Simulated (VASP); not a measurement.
NaI:

```
Na I
1.0
     0.00000    3.22972    3.21357
     3.22972    0.00000    3.21357
     3.22972    3.22972    0.00000
Na I
1 1
Direct
  0.00000 0.00000 0.00000
  0.50000 0.50000 0.50000
```

This cell differs from its parent crystal: uniaxial z strain -0.5%.

Base run:

- Program: VASP 6.6.1
- Functional: r2SCAN
- Potentials or basis: VASP PAW PBE potentials, release 64 (Na_pv, I)
- Cutoff: 520 eV
- k mesh: 8 × 8 × 8
- Occupations: gaussian, width 0.01 eV
- Spin: no spin polarisation

Its results: band gap on the k mesh 4.47 eV, direct; pressure 0.0 GPa.

Question: The run is repeated on the same cell with these changes: functional from r2SCAN to PBE; occupations from gaussian, width 0.01 eV to fermi-dirac, width 0.02 eV. What comes out?

Answer: Band gap on the k mesh 3.67 eV, direct; pressure 0.6 GPa.

Caveats: spin-orbit coupling is left out, which moves the levels of the heavy elements; the PAW data sets were made with another functional, which shifts forces and pressure a little (some runs).

